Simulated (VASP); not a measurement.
# Sc (Im-3m) in VASP: notebook

Sc is run at these levels: LDA; tasks: single point.

Everything below comes from runs of VASP 6.6.1. Logs are shortened: lines on timing, memory, paths and dates and some standing lists are left out, and cuts for length are marked.

## 1. The cell of the first run

The structure is cubic, space group Im-3m (No. 229). The conventional cell has a = 3.618 Å, b = 3.618 Å, c = 3.618 Å, α = 90.00°, β = 90.00°, γ = 90.00°. Within 4.1 Å of Sc (site symmetry m-3m) lie 14 Sc at 3.13 to 3.62 Å.

## 2. Single point, LDA (volume scaled by 1.04)

The input, INCAR:

```
  ALGO = Normal
  EDIFF = 1E-7
  ENCUT = 520
  GGA = CA
  ISIF = 2
  ISMEAR = -1
  LASPH = True
  LCHARG = True
  LELF = True
  LREAL = False
  LVHAR = True
  LWAVE = False
  NBANDS = 12
  NELM = 60
  PREC = Accurate
  SIGMA = 0.1
```

The input, KPOINTS:

```
k-points
0
Gamma
  20 20 20
```

The input, POSCAR:

```
Sc
1.0
   -1.8090548561      1.8090548561      1.8090548561
    1.8090548561     -1.8090548561      1.8090548561
    1.8090548561      1.8090548561     -1.8090548561
Sc
1
Direct
    0.0000000000      0.0000000000      0.0000000000
```

Potentials or basis: VASP PAW LDA potentials, release 64 (Sc_sv).

The run is started by

```bash
$ cat potpaw_LDA.64/Sc_sv/POTCAR > POTCAR
$ mpirun -np 1 vasp_std > vasp.out
```

OUTCAR:

```text
EDIFF = 1E-7
   ENCUT = 520
   GGA = CA
   ISIF = 2
   ISMEAR = -1
   LASPH = True
   LREAL = False
   NELM = 60
   PREC = Accurate

 ion  position               nearest neighbor table
   1  0.000  0.000  0.000-

  LATTYP: Found a body centered cubic cell.
 ALAT       =     3.6181097122

  Lattice vectors:

 A1 = (  -1.8090548561,   1.8090548561,   1.8090548561)
 A2 = (   1.8090548561,  -1.8090548561,   1.8090548561)
 A3 = (   1.8090548561,   1.8090548561,  -1.8090548561)

Analysis of symmetry for initial positions (statically):
=====================================================================
 Subroutine PRICEL returns:
 Original cell was already a primitive cell.

 Routine SETGRP: Setting up the symmetry group for a
 body centered cubic supercell.

 Subroutine GETGRP returns: Found 48 space group operations
 (whereof 48 operations were pure point group operations)
 out of a pool of 48 trial point group operations.

The static configuration has the point symmetry O_h .

Analysis of symmetry for dynamics (positions and initial velocities):
=====================================================================
 Subroutine PRICEL returns:
 Original cell was already a primitive cell.

 Routine SETGRP: Setting up the symmetry group for a
 body centered cubic supercell.

 Subroutine GETGRP returns: Found 48 space group operations
 (whereof 48 operations were pure point group operations)
 out of a pool of 48 trial point group operations.

The dynamic configuration has the point symmetry O_h .

 Subroutine INISYM returns: Found 48 space group operations
 (whereof 48 operations are pure point group operations),
 and found     1 'primitive' translations

----------------------------------------------------------------------------------------

                                     Primitive cell

  volume of cell :      23.6818

  direct lattice vectors                    reciprocal lattice vectors
    -1.809054856  1.809054856  1.809054856     0.000000000  0.276387418  0.276387418
     1.809054856 -1.809054856  1.809054856     0.276387418  0.000000000  0.276387418
     1.809054856  1.809054856 -1.809054856     0.276387418  0.276387418  0.000000000

  length of vectors
     3.133374924  3.133374924  3.133374924     0.390870834  0.390870834  0.390870834

  position of ions in fractional coordinates (direct lattice)
     0.000000000  0.000000000  0.000000000

  ion indices of the primitive-cell ions
   primitive index   ion index
                 1           1

----------------------------------------------------------------------------------------

 KPOINTS: k-points

Automatic generation of k-mesh.
 Grid dimensions read from file:
 generate k-points for:   20   20   20

 Generating k-lattice:

  Cartesian coordinates                     Fractional coordinates (reciprocal lattice)
     0.000000000  0.013819371  0.013819371     0.050000000  0.000000000  0.000000000
     0.013819371  0.000000000  0.013819371     0.000000000  0.050000000  0.000000000
     0.013819371  0.013819371  0.000000000     0.000000000  0.000000000  0.050000000

  Length of vectors
     0.019543542  0.019543542  0.019543542

  Shift w.r.t. Gamma in fractional coordinates (k-lattice)
     0.000000000  0.000000000  0.000000000

 Subroutine IBZKPT returns following result:
 ===========================================

 Found    256 irreducible k-points:

 Following reciprocal coordinates:
            Coordinates               Weight
  0.000000  0.000000  0.000000      1.000000
  0.050000  0.000000  0.000000     12.000000
  0.100000  0.000000  0.000000     12.000000
  0.150000  0.000000  0.000000     12.000000
  0.200000  0.000000  0.000000     12.000000
  0.250000  0.000000  0.000000     12.000000
[... 16 lines left out ...]
  0.200000  0.100000  0.000000     48.000000
  0.250000  0.100000  0.000000     48.000000
 [... further k-points ...]
   k-points           NKPTS =    256   k-points in BZ     NKDIM =    256   number of bands    NBANDS=     12
   number of dos      NEDOS =    301   number of ions     NIONS =      1
   total plane-waves  NPLWV =  13824
   dimension x,y,z NGX =    24 NGY =   24 NGZ =   24
   dimension x,y,z NGXF=    48 NGYF=   48 NGZF=   48
   ions per type =               1
   NGX,Y,Z   is equivalent  to a cutoff of  12.73, 12.73, 12.73 a.u.
   NGXF,Y,Z  is equivalent  to a cutoff of  25.47, 25.47, 25.47 a.u.
 SYSTEM =  unknown system
   PREC   = accura    normal or accurate (medium, high low for compatibility)
   ISTART =      0    job   : 0-new  1-cont  2-samecut
   ICHARG =      2    charge: 1-file 2-atom 10-const
   ISPIN  =      1    spin polarized calculation?
   LNONCOLLINEAR =      F non collinear calculations
   LSORBIT =      F    spin-orbit coupling
   LASPH  =      T    aspherical Exc in radial PAW
   ENCUT  =  520.0 eV  38.22 Ry    6.18 a.u.   5.83  5.83  5.83*2*pi/ulx,y,z
   NELM   =     60;   NELMIN=  2; NELMDL= -5     # of ELM steps
   EDIFF  = 0.1E-06   stopping-criterion for ELM
   LREAL  =      F    real-space projection
   EDIFFG = 0.1E-05   stopping-criterion for IOM
   NSW    =      0    number of steps for IOM
   IBRION =     -1    ionic relax: 0-MD 1-quasi-New 2-CG
   NFREE  =      0    steps in history (QN), initial steepest desc. (CG)
   ISIF   =      2    stress and relaxation
   ISYM   =      2    0-nonsym 1-usesym 2-fastsym
   POTIM  = 0.5000    time-step for ionic-motion
   TEBEG  =    0.0;   TEEND  =   0.0 temperature during run
   PSTRESS=    0.0 pullay stress
   NELECT =      11.0000    total number of electrons
   NUPDOWN=      -1.0000    fix difference up-down
   EMIN   =  10.00;   EMAX   =-10.00  energy-range for DOS
   EFERMI =   0.00;   METHOD = LEGACY
   ISMEAR =    -1;   SIGMA  =   0.10  broadening in eV -4-tet -1-fermi 0-gaus
   EFERMI_NEDOS =   21; number of points for ismear=-14 and -15
   IALGO  =     38    algorithm
   IMIX   =      4    mixing-type and parameters
     AMIX     =   0.40;   BMIX     =  1.00
     AMIX_MAG =   1.60;   BMIX_MAG =  1.00
  volume/ion in A,a.u.               =      23.68       159.81
  Fermi-wavevector in a.u.,A,eV,Ry     =   1.267848  2.395886 21.870543  1.607440
  Thomas-Fermi vector in A             =   2.400975
   LORBIT       =      0    0 simple, 1 ext, 2 COOP (PROOUT), +10 PAW based schemes
   GGA     = CA    functional components
   LHFCALC =     F    Hartree Fock is set to
   AEXX    =    0.0000 exact exchange contribution
   IVDW    =     0    specifies the selected vdW correction
   LEPSILON=     F    determine dielectric tensor
   LRPA    =     F    only Hartree local field effects (RPA)
 non-spin polarized calculation
  energy-cutoff  :      520.00
  volume of cell :       23.68
 maximum number of plane-waves:       682
   NGX = 11   NGY = 11   NGZ = 11

 number of electron      11.0000003 magnetization

 Free energy of the ion-electron system (eV)
  ---------------------------------------------------
  ext. energy  EPLUGINS =         0.00000000
  ---------------------------------------------------
  free energy    TOTEN  =        -6.63839695 eV

  energy without entropy =       -6.55800509  energy(sigma->0) =       -6.59820102

 E-fermi :   3.8094     XC(G=0): -10.3123

 val. band max:        3.8079570486   @ k =   0.2000   0.1500   0.1500
 cond. band min:       3.8112685522   @ k =  -0.2500   0.4500   0.0500
 fundamental gap:      0.0033115036
 Fermi energy:         3.8093812905

 k-point     1 :       0.0000    0.0000    0.0000
  band No.  band energies     occupation
      1     -45.0454      2.00000
      2     -23.7630      2.00000
      3     -23.7630      2.00000
      4     -23.7630      2.00000
      5      -1.4514      2.00000
      6       5.2519      0.00000
      7       5.2519      0.00000
      8       5.2519      0.00000
      9       6.7800      0.00000
     10       6.7800      0.00000
     11      18.2650      0.00000
     12      18.2650      0.00000

 k-point     2 :       0.0500    0.0000    0.0000
  band No.  band energies     occupation
      1     -45.0435      2.00000
      2     -23.7749      2.00000
      3     -23.7667      2.00000
      4     -23.7630      2.00000
      5      -1.3813      2.00000
      6       5.2164      0.00000
      7       5.2402      0.00000
      8       5.3046      0.00000
      9       6.7364      0.00000
     10       6.7818      0.00000
     11      18.1726      0.00000
     12      18.2651      0.00000

 k-point     3 :       0.1000    0.0000    0.0000
  band No.  band energies     occupation
      1     -45.0378      2.00000
      2     -23.8095      2.00000
      3     -23.7775      2.00000
      4     -23.7632      2.00000
      5      -1.1745      2.00000
      6       5.1154      0.00000
      7       5.1928      0.00000
      8       5.4607      0.00000
      9       6.6319      0.00000
     10       6.7885      0.00000
     11      17.8545      0.00000
     12      18.2017      0.00000
[... 286 lines left out ...]
 k-point    23 :       0.2000    0.1000    0.0000
  band No.  band energies     occupation
      1     -45.0016      2.00000
      2     -24.0160      2.00000
      3     -23.8395      2.00000
      4     -23.7793      2.00000
      5       0.3039      2.00000
      6       4.5176      0.00168
      7       4.5800      0.00090
      8       6.4026      0.00000
      9       6.6419      0.00000
     10       6.9707      0.00000
     11      15.2441      0.00000
     12      16.3091      0.00000

 k-point    24 :       0.2500    0.1000    0.0000
  band No.  band energies     occupation
      1     -44.9898      2.00000
      2     -24.0791      2.00000
      3     -23.8660      2.00000
      4     -23.7804      2.00000
      5       0.8597      2.00000
      6       4.2975      0.01507
      7       4.4086      0.00498
      8       6.4788      0.00000
      9       7.0131      0.00000
     10       7.0990      0.00000
     11      14.0617      0.00000
     12      15.7516      0.00000

 [... further k-points ...]

------------------------ aborting loop because EDIFF is reached ----------------------------------------

  FORCE on cell =-STRESS in cart. coord.  units (eV):
  Direction    XX          YY          ZZ          XY          YZ          ZX
  --------------------------------------------------------------------------------------
  -------------------------------------------------------------------------------------
  Total       -0.3138478     -0.3138478     -0.3138478      0.0000000     -0.0000000      0.0000000
  in kB      -21.2331506    -21.2331506    -21.2331506      0.0000000     -0.0000000      0.0000000
  external PRESSURE =     -21.2331506 kB  Pullay stress =       0.0000000 kB

 VOLUME and BASIS-vectors are now :
 -----------------------------------------------------------------------------
  energy-cutoff  :      520.00
  volume of cell :       23.68
      direct lattice vectors                 reciprocal lattice vectors
    -1.809054856  1.809054856  1.809054856     0.000000000  0.276387418  0.276387418
     1.809054856 -1.809054856  1.809054856     0.276387418  0.000000000  0.276387418
     1.809054856  1.809054856 -1.809054856     0.276387418  0.276387418  0.000000000

 POSITION                                       TOTAL-FORCE (eV/Angst)
 -----------------------------------------------------------------------------------
      0.00000      0.00000      0.00000         0.000000      0.000000     -0.000000
 -----------------------------------------------------------------------------------
    total drift:                                0.000000      0.000000      0.000000

  FREE ENERGIE OF THE ION-ELECTRON SYSTEM (eV)
  ---------------------------------------------------
  free  energy   TOTEN  =        -6.6383969504 eV

  energy  without entropy=       -6.5580050943  energy(sigma->0) =       -6.59820102
```

Wall time 71 s (1 thread of AMD EPYC 7R43 (Zen 3), shared host); peak memory 0.15 GiB.

What came out:

| Item | Value |
| --- | --- |
| Free energy | -6.6384 eV |
| Pressure | -2.1 GPa |

Caveat: the cell differs from its parent crystal (volume scaled by 1.04).

## 3. Single point, LDA (volume scaled by 1.08)

The input, INCAR:

```
SYSTEM = Sc
PREC = Accurate
ENCUT = 520
EDIFF = 1E-7
ISMEAR = -1
SIGMA = 0.1
LREAL = .FALSE.
LASPH = .TRUE.
NELM = 80
ALGO = Normal
ISIF = 2
LWAVE = .FALSE.
LCHARG = .FALSE.
NBANDS = 12
```

The input, KPOINTS:

```
regular mesh
0
G
  20 20 20
  0 0 0
```

The input, POSCAR:

```
Sc
1.0
   -1.8319567159      1.8319567159      1.8319567159
    1.8319567159     -1.8319567159      1.8319567159
    1.8319567159      1.8319567159     -1.8319567159
Sc
1
Direct
    0.0000000000      0.0000000000      0.0000000000
```

Potentials or basis: VASP PAW LDA potentials, release 64 (Sc_sv).

The run is started by

```bash
$ cat potpaw_LDA.64/Sc_sv/POTCAR > POTCAR
$ mpirun -np 1 vasp_std > vasp.out
```

Wall time 71 s (1 thread of AMD EPYC 7R43 (Zen 3), shared host); peak memory 0.15 GiB.

The run converged. Its results:

```yaml
Free_energy: -6.6213 eV
Pressure: -4.0 GPa
```

Levels at points of the mesh, in eV from the Fermi level:
| k point | band 1 | band 2 | band 3 | band 4 | band 5 | band 6 | band 7 | band 8 | band 9 | band 10 |
| --- | --- | --- | --- | --- | --- | --- | --- | --- | --- | --- |
| (0.00, 0.00, 0.00) | -48.95 | -27.69 | -27.69 | -27.69 | -5.19 | 1.39 | 1.39 | 1.39 | 2.85 | 2.85 |
| (0.50, 0.00, 0.00) | -48.88 | -28.10 | -27.82 | -27.69 | -1.79 | 0.23 | 0.55 | 2.81 | 3.15 | 4.14 |
| (0.50, 0.50, 0.50) | -48.83 | -27.98 | -27.98 | -27.98 | -1.22 | -1.22 | 3.84 | 3.84 | 3.84 | 6.21 |

Caveat: the cell differs from its parent crystal (volume scaled by 1.08).

## 4. Single point, LDA (volume scaled by 1.12)

The input, INCAR:

```
PREC     = Accurate       # precision mode
ENCUT    = 520            # plane-wave cutoff, eV
EDIFF    = 1E-6           # SCF threshold, eV
ISMEAR   = -1             # smearing method
SIGMA    = 0.1            # smearing width, eV
LREAL    = F              # projectors in reciprocal space
LASPH    = T              # aspherical terms in the spheres
NELM     = 60             # most SCF steps
ALGO     = Normal         # electronic algorithm
ISIF     = 2              # what is computed and relaxed
LWAVE    = F              # write WAVECAR
LCHARG   = F              # write CHGCAR
GGA      = CA             # functional
NBANDS   = 12             # bands
```

The input, KPOINTS:

```
Automatic mesh
0
Gamma
  20 20 20
```

The input, POSCAR:

```
Sc
1.0
   -1.8542998535      1.8542998535      1.8542998535
    1.8542998535     -1.8542998535      1.8542998535
    1.8542998535      1.8542998535     -1.8542998535
Sc
1
Direct
    0.0000000000      0.0000000000      0.0000000000
```

The run is started by

```bash
$ cat potpaw_LDA.64/Sc_sv/POTCAR > POTCAR
$ mpirun -np 1 vasp_std > vasp.out
```

It took 67 s on 1 thread of AMD EPYC 7R43 (Zen 3), shared host; peak memory 0.14 GiB.

Results (log left out):

```yaml
Free_energy: -6.5945 eV
Pressure: -5.5 GPa
```

Levels at points of the mesh, in eV from the Fermi level:
```
           k point  band 2  band 3  band 4  band 5  band 6  band 7  band 8  band 9
(0.00, 0.00, 0.00)  -27.80  -27.80  -27.80   -5.11    1.35    1.35    1.35    2.74
(0.50, 0.00, 0.00)  -28.17  -27.92  -27.80   -1.73    0.24    0.48    2.69    3.02
(0.50, 0.50, 0.50)  -28.06  -28.06  -28.06   -1.14   -1.14    3.68    3.68    3.68
```

Caveat: the cell differs from its parent crystal (volume scaled by 1.12).

## 5. Single point, LDA, non-collinear spin, zero start, spin-orbit coupling

This run uses another cell than the first one, of 22.77 Å³/atom, 0.962 times its volume.

The input, INCAR:

```
SYSTEM = Sc
ALGO = Normal
EDIFF = 1E-6
ENCUT = 520
GGA = CA
GGA_COMPAT = .False.
ISIF = 2
ISMEAR = -1
LASPH = .True.
LCHARG = .False.
LMAXMIX = 4
LORBIT = 11
LORBMOM = .True.
LREAL = .False.
LSORBIT = .True.
LWAVE = .False.
MAGMOM = 0 0 0
NBANDS = 22
NELM = 150
PREC = Accurate
SIGMA = 0.1
```

The input, KPOINTS:

```
k-points
0
Gamma
  12 12 12
  0 0 0
```

The input, POSCAR:

```
Sc
1.0
   -1.7855579777      1.7855579777      1.7855579777
    1.7855579777     -1.7855579777      1.7855579777
    1.7855579777      1.7855579777     -1.7855579777
Sc
1
Direct
    0.0000000000      0.0000000000      0.0000000000
```

The run is started by

```bash
$ cat potpaw_LDA.64/Sc_sv/POTCAR > POTCAR
$ mpirun -np 1 vasp_ncl > vasp.out
```

Wall time 79 s (1 thread of AMD EPYC 7R43 (Zen 3), shared host); peak memory 0.16 GiB.

The run converged. Its results:

```yaml
Free_energy: -6.6481 eV
Pressure: 0.0 GPa
Net_moment: 0.00 μB per cell
Valence_electrons_inside_the_program's_atomic_spheres: Sc 9.48
```

Moments on the atoms (μB; x, y, z):
```
Sc  0.00 0.00 0.00
```

## 6. The runs side by side

```tsv
spin	cell	k mesh	gap on the mesh (eV)	pressure (GPa)
off	a = 3.133 Å, angles 109.5°, 1 atom	20 × 20 × 20	none	-2.1
off	a = 3.173 Å, angles 109.5°, 1 atom	20 × 20 × 20	none	-4.0
off	a = 3.212 Å, angles 109.5°, 1 atom	20 × 20 × 20	none	-5.5
non-collinear, zero start, SOC	a = 3.093 Å, angles 109.5°, 1 atom	12 × 12 × 12	-	0.0
```

Alike in all rows: task single point; level LDA; potentials or basis VASP PAW LDA potentials, release 64 (Sc_sv); cutoff (eV) 520; smearing fermi-dirac 0.1 eV.

Absolute energies hang on the potentials; compare differences alone.
